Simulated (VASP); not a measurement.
Input of a VASP 6.6.1 run:

Contents of INCAR:

```
PREC = Accurate
ENCUT = 520
EDIFF = 1E-7
ISMEAR = 0
SIGMA = 0.05
LREAL = False
LASPH = True
NELM = 100
ALGO = Normal
ISIF = 2
LWAVE = False
LCHARG = False
GGA = PS
NBANDS = 14
```

The input KPOINTS:

```
regular mesh
0
Gamma
  16 16 16
```

Contents of POSCAR:

```
Rh
1.0
    0.0000000000      1.9000000000      1.9000000000
    1.9000000000      0.0000000000      1.9000000000
    1.9000000000      1.9000000000      0.0000000000
Rh
1
Direct
    0.0000000000      0.0000000000      0.0000000000
```

Potentials or basis: VASP PAW PBE potentials, release 64 (Rh_pv).

Launch:

```console
$ cat potpaw_PBE.64/Rh_pv/POTCAR > POTCAR
$ mpirun -np 1 vasp_std > vasp.out
```

(1) Predict the pressure.

Answers

(1) -4.5 GPa.

Caveat: the PAW data sets were made with another functional, which shifts forces and pressure a little.
